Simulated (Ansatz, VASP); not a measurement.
## Two plane-wave programs on BaTiO3

POSCAR

```
BaTiO3
1.0
    2.7942383542      1.6132542660      2.4085136195
   -2.7942383542      1.6132542660      2.4085136195
    0.0000000000     -3.2265085320      2.4085136196
Ba Ti O
1 1 3
Direct
    0.0027851043      0.0027851043      0.0027851043
    0.5162478494      0.5162478494      0.5162478494
    0.4897536543      0.4897536543      0.9801597377
    0.4897536543      0.9801597377      0.4897536543
    0.9801597377      0.4897536543      0.4897536543
```

File INCAR.step1:

```
SYSTEM = BaTiO3
PREC = Accurate
ENCUT = 520
ISMEAR = 0
SIGMA = 0.05
LREAL = .False.
LASPH = .True.
NELM = 100
NBANDS = 28
GGA = PE
ALGO = Normal
EDIFF = 1E-4
LWAVE = .True.
LCHARG = .False.
```

INCAR.step2

```
SYSTEM = BaTiO3
PREC = Accurate
ENCUT = 520
EDIFF = 1E-7
ISMEAR = 0
SIGMA = 0.05
LREAL = .False.
LASPH = .True.
NELM = 100
ALGO = Normal
ISIF = 2
LWAVE = .False.
LCHARG = .True.
METAGGA = R2SCAN
LMIXTAU = .True.
LELF = .True.
LVHAR = .True.
NBANDS = 28
ISTART = 1
```

The input KPOINTS:

```
regular mesh
0
Gamma
  6 6 6
  0 0 0
```

Input for Ansatz:

```yaml
crystal:
  lattice:
    - [2.7942383542, 1.613254266, 2.4085136195]
    - [-2.7942383542, 1.613254266, 2.4085136195]
    - [0.0, -3.226508532, 2.4085136196]
  atoms:
    - { symbol: Ba, position: [0.0027851043, 0.0027851043, 0.0027851043] }
    - { symbol: Ti, position: [0.5162478494, 0.5162478494, 0.5162478494] }
    - { symbol: O, position: [0.4897536543, 0.4897536543, 0.9801597377] }
    - { symbol: O, position: [0.4897536543, 0.9801597377, 0.4897536543] }
    - { symbol: O, position: [0.9801597377, 0.4897536543, 0.4897536543] }
basis:
  ecutwfc: 500
kpoints:
  mp_grid: { grid: [6, 6, 6] }
hamiltonian:
  xc: r2scan
scf:
  occupations: { method: gaussian, width: 0.05 }
output:
  forces: true
  stress: true
  eigenvalues: true
  write_density: true
  write_potential: true
  elf: true
  volumetric_format: npy
```

Alike in both runs: task single point; functional r2SCAN; k mesh 6 × 6 × 6; occupations gaussian, width 0.05 eV; no spin polarisation.

|  | VASP | Ansatz |
| --- | --- | --- |
| version | VASP 6.6.1 | Ansatz 0.2.0 |
| potentials or method | VASP PAW PBE potentials, release 64 (Ba_sv, Ti_sv, O), cutoff 520 eV | scalar-relativistic, plane waves, PAW |
| valence electrons in the cell | 40 | 40 |

|  | VASP | Ansatz | Ansatz less VASP |
| --- | --- | --- | --- |
| gap on the k mesh at the Fermi level (eV) | 2.82 | 2.83 | +0.015 |
| least direct gap on the mesh (eV) | 3.18 | 3.16 | -0.017 |
| pressure (GPa) | 2.5 | 0.6 | -1.93 |
| traceless stress, the component that is largest in VASP (GPa) | -7.91 | -7.58 | +0.326 |
| rms of the force components (eV/Å) | 0.084 | 0.072 | -0.0116 |

VASP's potentials were made for PBE, not for r2SCAN. Atom by atom the forces differ by 0.067 eV/Å (rms over components).

Neither program's run includes spin-orbit coupling.
